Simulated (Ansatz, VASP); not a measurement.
Two plane-wave programs on Ti

Contents of INCAR:

```
PREC = Accurate
ENCUT = 520
EDIFF = 1E-6
ISMEAR = 0
SIGMA = 0.15
LREAL = False
LASPH = True
NELM = 60
ALGO = Normal
ISIF = 2
LWAVE = False
LCHARG = True
GGA = PS
LELF = True
LVHAR = True
NBANDS = 12
```

Contents of KPOINTS:

```
Automatic mesh
0
Gamma
  20 20 20
```

The input POSCAR:

```
Ti
1.0
    0.0000000000      2.0300000000      1.9894000000
    2.0300000000      0.0000000000      1.9894000000
    2.0300000000      2.0300000000      0.0000000000
Ti
1
Direct
    0.0000000000      0.0000000000      0.0000000000
```

Input for Ansatz:

```yaml
crystal:
  lattice:
    - [0.0, 2.03, 1.9894]
    - [2.03, 0.0, 1.9894]
    - [2.03, 2.03, 0.0]
  atoms:
    - { symbol: Ti, position: [0.0, 0.0, 0.0] }
basis:
  ecutwfc: 420
kpoints:
  mp_grid: { grid: [20, 20, 20] }
hamiltonian:
  xc: pbesol
scf:
  occupations: { method: gaussian, width: 0.15 }
output:
  forces: true
  stress: true
  eigenvalues: true
```

Change from the starting cell: strain -0.0200 x Voigt [0, 0, 1, 0, 0, 0], atoms carried along.

Alike in both runs: task single point; functional PBEsol; k mesh 20 × 20 × 20; occupations gaussian, width 0.15 eV; no spin polarisation.

```csv
,VASP,Ansatz
version,VASP 6.6.1,Ansatz 0.2.0
potentials or method,"VASP PAW PBE potentials, release 64 (Ti_sv), cutoff 520 eV","scalar-relativistic, plane waves, PAW"
valence electrons in the cell,12,12
```

|  | VASP | Ansatz | Ansatz less VASP |
| --- | --- | --- | --- |
| gap on the k mesh at the Fermi level (eV) | none | none | - |
| pressure (GPa) | 1.8 | 2.1 | +0.30 |
| traceless stress, the component that is largest in VASP (GPa) | 0.49 | 0.48 | -0.004 |

VASP's potentials were made for PBE, not for PBEsol. A gap of «none» marks a metal or a gap that the smearing closes. With one functional, cell and mesh, what is left measures potentials, basis and numerics.
